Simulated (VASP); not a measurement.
# Al3B2N (P6/mmm) in VASP: further runs

Runs on Al3B2N. Level: PBE. Tasks: single point, relaxation of cell and atoms.

All numbers are computed with VASP 6.6.1; they aren't measurements. Logs are shortened: lines on timing, memory, paths and dates and some standing lists are left out, and cuts for length are marked.

### 1 The cell of the first run

It takes space group P6/mmm (No. 191, hexagonal). The conventional cell has a = 5.658 Å, b = 5.658 Å, c = 2.936 Å, α = 90.00°, β = 90.00°, γ = 120.00°. Within 3.0 Å of Al (site symmetry mmm) lie 4 B at 2.20 Å and 6 Al at 2.83 to 2.94 Å. Within 3.0 Å of B (site symmetry -6m2) lie 6 Al at 2.20 Å and 2 B at 2.94 Å. Within 3.9 Å of N (site symmetry 6/mmm) lie 2 N at 2.94 Å and 12 Al at 3.19 Å and 6 B at 3.27 Å.

The cell was generated, and may not be a known phase.

### 2 Single point, PBE, collinear spin, ferromagnetic start

Input file INCAR:

```
PREC = Accurate ; ENCUT = 520
EDIFF = 1E-6 ; ISMEAR = 0
SIGMA = 0.1 ; LREAL = F
LASPH = T ; NELM = 150
ALGO = Normal ; ISIF = 2
LWAVE = F ; LCHARG = F
ISPIN = 2 ; MAGMOM = 0 0 0 0 0 1
LORBIT = 11 ; GGA = PE
NBANDS = 23
```

Input file KPOINTS:

```
regular mesh
0
Gamma
  6 6 6
```

Input file POSCAR:

```
Al3B2N
1.0
    5.6580897065      0.0000000000      0.0000000000
   -2.8290448532      4.9000494227      0.0000000000
    0.0000000000      0.0000000000      2.9357971845
Al B N
3 2 1
Direct
    0.5000000000      0.0000000000      0.5000000000
    0.5000000000      0.5000000000      0.5000000000
    0.0000000000      0.5000000000      0.5000000000
    0.3333333333      0.6666666667      0.0000000000
    0.6666666667      0.3333333333      0.0000000000
    0.0000000000      0.0000000000      0.0000000000
```

Potentials or basis: VASP PAW PBE potentials, release 64 (Al, B, N).

Command:

```
$ cat potpaw_PBE.64/Al/POTCAR potpaw_PBE.64/B/POTCAR potpaw_PBE.64/N/POTCAR > POTCAR
$ mpirun -np 1 vasp_std > vasp.out
```

OUTCAR:

```text
PREC = Accurate
   ENCUT = 520
   EDIFF = 1E-6
   ISMEAR = 0
   LREAL = F
   LASPH = T
   NELM = 150
   ISIF = 2
   ISPIN = 2
   LORBIT = 11
   GGA = PE

 ion  position               nearest neighbor table
   1  0.500  0.000  0.500-   4 2.20   5 2.20   4 2.20   5 2.20   2 2.83   2 2.83   3 2.83   3 2.83

   2  0.500  0.500  0.500-   4 2.20   5 2.20   4 2.20   5 2.20   1 2.83   1 2.83   3 2.83   3 2.83

   3  0.000  0.500  0.500-   4 2.20   5 2.20   4 2.20   5 2.20   2 2.83   2 2.83   1 2.83   1 2.83

   4  0.333  0.667  0.000-   1 2.20   1 2.20   3 2.20   3 2.20   2 2.20   2 2.20
   5  0.667  0.333  0.000-   1 2.20   1 2.20   3 2.20   3 2.20   2 2.20   2 2.20
   6  0.000  0.000  0.000-

  LATTYP: Found a hexagonal cell.
 ALAT       =     5.6580897065
 C/A-ratio  =     0.5188672037

  Lattice vectors:

 A1 = (   5.6580897065,   0.0000000000,   0.0000000000)
 A2 = (  -2.8290448532,   4.9000494227,   0.0000000000)
 A3 = (   0.0000000000,   0.0000000000,   2.9357971845)

Analysis of symmetry for initial positions (statically):
=====================================================================
 Subroutine PRICEL returns:
 Original cell was already a primitive cell.

 Routine SETGRP: Setting up the symmetry group for a
 hexagonal supercell.

 Subroutine GETGRP returns: Found 24 space group operations
 (whereof 24 operations were pure point group operations)
 out of a pool of 24 trial point group operations.

The static configuration has the point symmetry D_6h.

Analysis of symmetry for dynamics (positions and initial velocities):
=====================================================================
 Subroutine PRICEL returns:
 Original cell was already a primitive cell.

 Routine SETGRP: Setting up the symmetry group for a
 hexagonal supercell.

 Subroutine GETGRP returns: Found 24 space group operations
 (whereof 24 operations were pure point group operations)
 out of a pool of 24 trial point group operations.

The dynamic configuration has the point symmetry D_6h.

Analysis of structural, dynamic, and magnetic symmetry:
=====================================================================
 Subroutine PRICEL returns:
 Original cell was already a primitive cell.

 Routine SETGRP: Setting up the symmetry group for a
 hexagonal supercell.

 Subroutine GETGRP returns: Found 24 space group operations
 (whereof 24 operations were pure point group operations)
 out of a pool of 24 trial point group operations.

The overall configuration has the point symmetry D_6h.

 Subroutine INISYM returns: Found 24 space group operations
 (whereof 24 operations are pure point group operations),
 and found     1 'primitive' translations

----------------------------------------------------------------------------------------

                                     Primitive cell

  volume of cell :      81.3947

  direct lattice vectors                    reciprocal lattice vectors
     5.658089707  0.000000000  0.000000000     0.176738096  0.102039787  0.000000000
    -2.829044853  4.900049423  0.000000000     0.000000000  0.204079574  0.000000000
     0.000000000  0.000000000  2.935797185     0.000000000  0.000000000  0.340622985

  length of vectors
     5.658089707  5.658089706  2.935797185     0.204079574  0.204079574  0.340622985

  position of ions in fractional coordinates (direct lattice)
     0.500000000  0.000000000  0.500000000
     0.500000000  0.500000000  0.500000000
     0.000000000  0.500000000  0.500000000
     0.333333333  0.666666667  0.000000000
     0.666666667  0.333333333  0.000000000
     0.000000000  0.000000000  0.000000000

  ion indices of the primitive-cell ions
   primitive index   ion index
                 1           1
                 2           2
                 3           3
                 4           4
                 5           5
                 6           6

----------------------------------------------------------------------------------------
[... 30 lines left out ...]
  0.500000 -0.000000  0.000000      3.000000
  0.166667  0.166667  0.000000      6.000000
  0.333333  0.166667  0.000000     12.000000
[... 16 lines left out ...]
  0.166667  0.000000  0.500000      6.000000
  0.333333  0.000000  0.500000      6.000000
 [... further k-points ...]
   k-points           NKPTS =     28   k-points in BZ     NKDIM =     28   number of bands    NBANDS=     23
   number of dos      NEDOS =    301   number of ions     NIONS =      6
   total plane-waves  NPLWV =  42336
   dimension x,y,z NGX =    42 NGY =   42 NGZ =   24
   dimension x,y,z NGXF=    84 NGYF=   84 NGZF=   48
   ions per type =               3   2   1
   NGX,Y,Z   is equivalent  to a cutoff of  12.34, 12.34, 13.59 a.u.
   NGXF,Y,Z  is equivalent  to a cutoff of  24.68, 24.68, 27.18 a.u.
 SYSTEM =  unknown system
   PREC   = accura    normal or accurate (medium, high low for compatibility)
   ISTART =      0    job   : 0-new  1-cont  2-samecut
   ICHARG =      2    charge: 1-file 2-atom 10-const
   ISPIN  =      2    spin polarized calculation?
   LNONCOLLINEAR =      F non collinear calculations
   LSORBIT =      F    spin-orbit coupling
   LASPH  =      T    aspherical Exc in radial PAW
   ENCUT  =  520.0 eV  38.22 Ry    6.18 a.u.  10.52 10.52  5.46*2*pi/ulx,y,z
   NELM   =    150;   NELMIN=  2; NELMDL= -5     # of ELM steps
   EDIFF  = 0.1E-05   stopping-criterion for ELM
   LREAL  =      F    real-space projection
   EDIFFG = 0.1E-04   stopping-criterion for IOM
   NSW    =      0    number of steps for IOM
   IBRION =     -1    ionic relax: 0-MD 1-quasi-New 2-CG
   NFREE  =      0    steps in history (QN), initial steepest desc. (CG)
   ISIF   =      2    stress and relaxation
   ISYM   =      2    0-nonsym 1-usesym 2-fastsym
   POTIM  = 0.5000    time-step for ionic-motion
   TEBEG  =    0.0;   TEEND  =   0.0 temperature during run
   PSTRESS=    0.0 pullay stress
   NELECT =      20.0000    total number of electrons
   NUPDOWN=      -1.0000    fix difference up-down
   EMIN   =  10.00;   EMAX   =-10.00  energy-range for DOS
   EFERMI =   0.00;   METHOD = LEGACY
   ISMEAR =     0;   SIGMA  =   0.10  broadening in eV -4-tet -1-fermi 0-gaus
   EFERMI_NEDOS =   21; number of points for ismear=-14 and -15
   IALGO  =     38    algorithm
   IMIX   =      4    mixing-type and parameters
     AMIX     =   0.40;   BMIX     =  1.00
     AMIX_MAG =   1.60;   BMIX_MAG =  1.00
  volume/ion in A,a.u.               =      13.57        91.55
  Fermi-wavevector in a.u.,A,eV,Ry     =   1.025383  1.937693 14.305301  1.051410
  Thomas-Fermi vector in A             =   2.159220
   LORBIT       =     11    0 simple, 1 ext, 2 COOP (PROOUT), +10 PAW based schemes
   GGA     = PE    functional components
   LHFCALC =     F    Hartree Fock is set to
   AEXX    =    0.0000 exact exchange contribution
   IVDW    =     0    specifies the selected vdW correction
   LEPSILON=     F    determine dielectric tensor
   LRPA    =     F    only Hartree local field effects (RPA)
 spin polarized calculation
 Gauss-broadening in eV      SIGMA  =   0.10
  energy-cutoff  :      520.00
  volume of cell :       81.39
 maximum number of plane-waves:      2213
   NGX = 21   NGY = 21   NGZ = 11

 number of electron      20.0000000 magnetization       2.1387828

 Free energy of the ion-electron system (eV)
  ---------------------------------------------------
  ext. energy  EPLUGINS =         0.00000000
  ---------------------------------------------------
  free energy    TOTEN  =       -26.04307945 eV

  energy without entropy =      -26.03013058  energy(sigma->0) =      -26.03660501

 E-fermi :   5.4138     XC(G=0): -10.0380

 val. band max:        5.3995616172   @ k =   0.5000  -0.0000   0.1667
 cond. band min:       5.4476253855   @ k =   0.1667   0.1667   0.1667
 fundamental gap:      0.0480637683
 Fermi energy:         5.4138056077

 spin component 1

 k-point     1 :       0.0000    0.0000    0.0000
  band No.  band energies     occupation
      1      -8.5986      1.00000
      2      -5.7394      1.00000
      3      -3.0060      1.00000
      4      -0.3655      1.00000
      5      -0.3655      1.00000
      6       1.0124      1.00000
[... 589 lines left out ...]
     21      14.3693      0.00000
     22      15.6522      0.00000

 [... further k-points ...]

 spin component 2

 k-point     1 :       0.0000    0.0000    0.0000
  band No.  band energies     occupation
      1      -6.7428      1.00000
      2      -4.7140      1.00000
      3      -2.8940      1.00000
      4      -0.3114      1.00000
      5      -0.3114      1.00000
      6       1.6922      1.00000
[... 589 lines left out ...]
     21      14.4748      0.00000
     22      15.9254      0.00000

 [... further k-points ...]

 [bands above 22 left out]

------------------------ aborting loop because EDIFF is reached ----------------------------------------

  FORCE on cell =-STRESS in cart. coord.  units (eV):
  Direction    XX          YY          ZZ          XY          YZ          ZX
  --------------------------------------------------------------------------------------
  -------------------------------------------------------------------------------------
  Total        0.0803677      0.0803677     -0.0132529      0.0000000      0.0000000      0.0000000
  in kB        1.5819616      1.5819616     -0.2608698      0.0000000      0.0000000      0.0000000
  external PRESSURE =       0.9676844 kB  Pullay stress =       0.0000000 kB

 VOLUME and BASIS-vectors are now :
 -----------------------------------------------------------------------------
  energy-cutoff  :      520.00
  volume of cell :       81.39
      direct lattice vectors                 reciprocal lattice vectors
     5.658089707  0.000000000  0.000000000     0.176738096  0.102039787  0.000000000
    -2.829044853  4.900049423  0.000000000     0.000000000  0.204079574  0.000000000
     0.000000000  0.000000000  2.935797185     0.000000000  0.000000000  0.340622985

 POSITION                                       TOTAL-FORCE (eV/Angst)
 -----------------------------------------------------------------------------------
      2.82904      0.00000      1.46790        -0.000000     -0.000000      0.000000
      1.41452      2.45002      1.46790        -0.000000     -0.000000      0.000000
     -1.41452      2.45002      1.46790        -0.000000     -0.000000      0.000000
     -0.00000      3.26670      0.00000        -0.000000      0.000000     -0.000000
      2.82904      1.63335      0.00000         0.000000      0.000000      0.000000
      0.00000      0.00000      0.00000        -0.000000     -0.000000      0.000000
 -----------------------------------------------------------------------------------
    total drift:                               -0.000000      0.000000      0.000000

  FREE ENERGIE OF THE ION-ELECTRON SYSTEM (eV)
  ---------------------------------------------------
  free  energy   TOTEN  =       -26.0430794532 eV

  energy  without entropy=      -26.0301305760  energy(sigma->0) =      -26.03660501

 total charge

# of ion       s       p       d       tot
------------------------------------------
    1        0.397   0.364   0.000   0.761
    2        0.397   0.364   0.000   0.761
    3        0.397   0.364   0.000   0.761
    4        0.762   1.108   0.000   1.870
    5        0.762   1.108   0.000   1.870
    6        1.348   1.985   0.000   3.333
--------------------------------------------------
tot          4.063   5.293   0.000   9.356

 magnetization (x)

# of ion       s       p       d       tot
------------------------------------------
    1        0.007   0.001   0.000   0.008
    2        0.007   0.001   0.000   0.008
    3        0.007   0.001   0.000   0.008
    4        0.011   0.056   0.000   0.067
    5        0.011   0.056   0.000   0.067
    6        0.033   1.315   0.000   1.348
--------------------------------------------------
tot          0.076   1.428   0.000   1.504
```

It took 1.7 min on 1 thread of AMD EPYC 7R13 (Zen 3), shared host; peak memory 0.24 GiB.

What came out:

```
Free energy                                           : -26.0431 eV
Pressure                                              : 0.1 GPa
Net moment                                            : 2.14 μB per cell
Site moments                                          : Al +0.01; B +0.07; N +1.35 μB
Valence electrons inside the program's atomic spheres : Al 0.76; B 1.87; N 3.33
```

Stress tensor (GPa, compression positive):
```
 0.16  0.00  0.00
 0.00  0.16  0.00
 0.00  0.00 -0.03
```

(Continued in part 2 of 2.)
